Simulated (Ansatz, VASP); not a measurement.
## Mo: VASP beside Ansatz

File POSCAR:

```
Mo
1.0
   -1.5703734033      1.5703734033      1.5703734033
    1.5703734033     -1.5703734033      1.5703734033
    1.5703734033      1.5703734033     -1.5703734033
Mo
1
Direct
    0.0000000000      0.0000000000      0.0000000000
```

INCAR.step1

```
PREC = Accurate
ENCUT = 520
ISMEAR = 0
SIGMA = 0.05
LREAL = False
LASPH = True
NELM = 60
NBANDS = 13
GGA = PE
ALGO = Normal
EDIFF = 1E-4
LWAVE = True
LCHARG = False
```

The input INCAR.step2:

```
PREC = Accurate
ENCUT = 520
EDIFF = 1E-6
ISMEAR = 0
SIGMA = 0.05
LREAL = False
LASPH = True
NELM = 60
ALGO = Normal
ISIF = 2
LWAVE = False
LCHARG = False
METAGGA = R2SCAN
LMIXTAU = True
NBANDS = 13
ISTART = 1
```

KPOINTS

```
regular mesh
0
Gamma
  20 20 20
```

Input for Ansatz:

```yaml
crystal:
  lattice:
    - [-1.5703734033, 1.5703734033, 1.5703734033]
    - [1.5703734033, -1.5703734033, 1.5703734033]
    - [1.5703734033, 1.5703734033, -1.5703734033]
  atoms:
    - { symbol: Mo, position: [0.0, 0.0, 0.0] }
basis:
  ecutwfc: 500
  ecutrho_ratio: 4
kpoints:
  mp_grid: { grid: [20, 20, 20] }
hamiltonian:
  xc: r2scan
scf:
  occupations: { method: gaussian, width: 0.05 }
output:
  forces: true
  stress: true
  eigenvalues: true
```

Alike in both runs: task single point; functional r2SCAN; k mesh 20 × 20 × 20; occupations gaussian, width 0.05 eV; no spin polarisation.

```csv
,VASP,Ansatz
version,VASP 6.6.1,Ansatz 0.2.0
potentials or method,"VASP PAW PBE potentials, release 64 (Mo_sv), cutoff 520 eV","scalar-relativistic, plane waves, PAW"
valence electrons in the cell,14,14
```

Ansatz gave:

| Property | Result |
| --- | --- |
| gap on the k mesh at the Fermi level (eV) | none |
| pressure (GPa) | 2.7 |

Problem. What did VASP give for the same quantities?

Solution. gap on the k mesh at the Fermi level (eV): none; pressure (GPa): 3.9.

VASP's potentials were made for PBE, not for r2SCAN. A gap of «none» marks a metal or a gap that the smearing closes. With one functional, cell and mesh, what is left measures potentials, basis and numerics.
